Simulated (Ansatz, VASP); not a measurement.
## AlRu in VASP and in Ansatz

```
CELL_PARAMETERS angstrom
2.99160 0.00000 0.00000
0.00000 2.99160 0.00000
0.00000 0.00000 2.99160
ATOMIC_POSITIONS crystal
Al 0.00000 0.00000 0.00000
Ru 0.50000 0.39972 0.44986
```

Alike in both runs: task single point; functional PBEsol; k mesh 16 × 16 × 16; occupations gaussian, width 0.15 eV; no spin polarisation.

|  | VASP | Ansatz |
| --- | --- | --- |
| version | VASP 6.6.1 | Ansatz 0.2.0 |
| potentials or method | VASP PAW PBE potentials, release 64 (Al, Ru_pv), cutoff 520 eV | scalar-relativistic, plane waves, PAW |
| valence electrons in the cell | 17 | 19 |

```csv
,VASP,Ansatz,Ansatz less VASP
gap on the k mesh at the Fermi level (eV),none,none,-
pressure (GPa),5.5,5.3,-0.16
"traceless stress, the component that is largest in VASP (GPa)",6.84,6.76,-0.083
rms of the force components (eV/Å),1.626,1.610,-0.0156
```

VASP's potentials were made for PBE, not for PBEsol. Atom by atom the forces differ by 0.016 eV/Å (rms over components). A gap of «none» marks a metal or a gap that the smearing closes. With one functional, cell and mesh, what is left measures potentials, basis and numerics. VASP's potentials hold 17 valence electrons a cell and Ansatz's 19, so a difference there can come from the potentials and not from the codes.
